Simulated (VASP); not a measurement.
Sn7O16 (a cell with a defect): single point with PBEsol

Sn7O16 (a cell with a defect):

```
Sn O
1.0
    -4.76897    4.76897    0.00000
     4.76897    4.76897    0.00000
     0.00000   -4.76897   -6.42414
Sn O
7 16
Direct
  0.24604 0.24604 0.49209
  0.75396 0.75396 0.50791
  0.50000 0.50000 0.00000
  0.12651 0.62651 0.25302
  0.87349 0.37349 0.74698
  0.62349 0.12349 0.24699
  0.37651 0.87651 0.75301
  0.24928 0.55430 0.49857
  0.00000 0.31770 0.00000
  0.75072 0.05573 0.50143
  0.50000 0.80459 0.00000
  0.43376 0.62607 0.25214
  0.18162 0.37393 0.74786
  0.92823 0.13108 0.26215
  0.66607 0.86892 0.73785
  0.24928 0.94427 0.49857
  0.00000 0.68230 0.00000
  0.75072 0.44570 0.50143
  0.50000 0.19541 0.00000
  0.81838 0.62607 0.25214
  0.56624 0.37393 0.74786
  0.33393 0.13108 0.26215
  0.07177 0.86892 0.73785
```

This cell differs from its parent crystal: atoms taken out, then relaxed in part.

```json
{
 "Program": "VASP 6.6.1",
 "Task": "single point",
 "Functional": "PBEsol",
 "Potentials or basis": "VASP PAW PBE potentials, release 64 (Sn_d, O)",
 "Cutoff": "520 eV",
 "k mesh": "4 × 4 × 4",
 "Occupations": "gaussian, width 0.05 eV",
 "Spin": "no spin polarisation",
 "Dipole correction": "no",
 "Further INCAR settings": "LREAL = Auto; ALGO = Fast; EDIFF = 1e-06; NBANDS = 114"
}
```

| Property | Result |
| --- | --- |
| Pressure | 2.2 GPa |
| Largest force | 0.065 eV/Å |
| Band gap on the k mesh | zero (bands 97 and 98 overlap by 0.13 eV) |

Forces on the atoms (eV/Å):
```
Sn   0.000  0.000 -0.011
Sn   0.000  0.000  0.011
Sn   0.000  0.000  0.000
Sn   0.000  0.000 -0.022
Sn   0.000  0.000  0.022
Sn   0.000  0.000  0.015
Sn   0.000  0.000 -0.015
O   -0.007 -0.007 -0.006
O   -0.046 -0.046  0.000
O   -0.007 -0.007  0.006
O   -0.014 -0.014  0.000
O    0.007 -0.007 -0.007
O    0.007 -0.007  0.007
O   -0.011  0.011  0.026
O   -0.011  0.011 -0.026
O    0.007  0.007 -0.006
O    0.046  0.046  0.000
O    0.007  0.007  0.006
O    0.014  0.014  0.000
O   -0.007  0.007 -0.007
O   -0.007  0.007  0.007
O    0.011 -0.011  0.026
O    0.011 -0.011 -0.026
```

Stress tensor (GPa, compression positive):
```
1.95 0.27 0.00
0.27 1.95 0.00
0.00 0.00 2.61
```

Levels at points of the mesh, in eV from the Fermi level:
```csv
k point,band 94,band 95,band 96,band 97,band 98,band 99,band 100,band 101
"(0.00, 0.00, 0.00)",-0.28,-0.22,-0.06,0.04,0.10,0.39,2.04,5.32
"(0.50, 0.00, 0.00)",-0.25,-0.21,-0.14,-0.12,-0.02,0.15,4.03,4.56
"(0.00, 0.50, 0.50)",-0.32,-0.26,0.00,0.04,0.05,0.22,3.99,4.35
"(0.50, 0.50, 0.00)",-0.26,-0.19,-0.16,-0.02,0.00,0.12,4.81,4.96
"(0.00, 0.00, 0.50)",-0.24,-0.16,-0.07,-0.07,0.01,0.04,4.14,4.25
```

Wall time 50 min on 1 thread of Oxide Virtual Turin-like Processor (shared host), peak memory 0.57 GiB.

Caveat: the cell differs from its parent crystal (atoms taken out, then relaxed in part); the PAW data sets were made with another functional, which shifts forces and pressure a little; spin-orbit coupling is left out, which moves the levels of the heavy elements.
